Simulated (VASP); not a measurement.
Input of a VASP 6.6.1 run:

INCAR

```
SYSTEM = NaB
PREC = Accurate ; ENCUT = 520
EDIFF = 1E-7 ; ISMEAR = 0
SIGMA = 0.15 ; LREAL = .False.
LASPH = .True. ; NELM = 60
ALGO = Normal ; ISIF = 2
LWAVE = .False. ; LCHARG = .True.
GGA = PE ; LELF = .True.
LVHAR = .True. ; NBANDS = 12
```

Contents of KPOINTS:

```
regular mesh
0
Gamma
  16 16 16
  0 0 0
```

The input POSCAR:

```
NaB
1.0
    0.0000000000      2.6838690000      2.7643850700
    2.6838690000      0.0000000000      2.7643850700
    2.6838690000      2.6838690000      0.0000000000
Na B
1 1
Direct
    0.0000000000      0.0000000000      0.0000000000
    0.5000000000      0.5000000000      0.5000000000
```

Potentials or basis: VASP PAW PBE potentials, release 64 (Na_pv, B).

Run with:

```console
$ cat potpaw_PBE.64/Na_pv/POTCAR potpaw_PBE.64/B/POTCAR > POTCAR
$ mpirun -np 1 vasp_std > vasp.out
```

**Question.** What does it give for the band gap on the k mesh?

**Answer.** Zero (band 5 reaches 2.94 eV, above the bottom of band 6 at -0.03 eV).

**Question.** Estimate the pressure.

**Answer.** -0.5 GPa.

Stress tensor (GPa, compression positive):
```
 0.16  0.00  0.00
 0.00  0.16  0.00
 0.00  0.00 -1.81
```

Caveat: the cell differs from its parent crystal (strain +0.000 along x and y, +0.030 along z).
